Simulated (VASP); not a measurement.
Runs of VASP 6.6.1 on Ru2C. The structure is that of space group P-3m1 (No. 164), or close to it. The cells are those of the table. 

| task | spin | cell | k mesh | cutoff (eV) | gap on the mesh (eV) | pressure (GPa) | largest force (eV/Å) |
| --- | --- | --- | --- | --- | --- | --- | --- |
| single point | off | a = 2.840, b = 2.840, c = 4.925 Å, angles 90.0, 90.0, 120.0°, 3 atoms | 6 × 6 × 4 | 520 | none | -0.1 | 0.03 |
| relaxation of cell and atoms | off | relaxed from a = 2.909, b = 2.909, c = 4.371 Å, angles 90.0, 90.0, 120.0°, 3 atoms | 6 × 6 × 4 | 600 | none | -0.3 | 0.03 |
| single point | collinear, ferromagnetic start | a = 2.840, b = 2.840, c = 4.925 Å, angles 90.0, 90.0, 120.0°, 3 atoms | 6 × 6 × 4 | 520 | none | -0.1 | 0.03 |
| single point | off | a = 2.812, b = 2.812, c = 4.986 Å, angles 90.0, 90.0, 120.0°, 3 atoms | 18 × 18 × 10 | 520 | none | 0.2 | 0.03 |
| single point | off | a = 2.909, b = 2.909, c = 4.371 Å, angles 90.0, 90.0, 120.0°, 3 atoms | 6 × 6 × 4 | 520 | none | (a) | 0.02 |

Alike in all rows: level PBE; potentials or basis VASP PAW PBE potentials, release 64 (Ru_pv, C); smearing gaussian 0.1 eV.

**Question.** Fill in the values left out.

**Answer.** (a) 33.5.

Caveats: some runs use coarse meshes.

A k mesh can miss the band edges, and the runs leave out spin-orbit coupling on Ru.

A gap of «none» marks levels without a gap at the run's occupations.
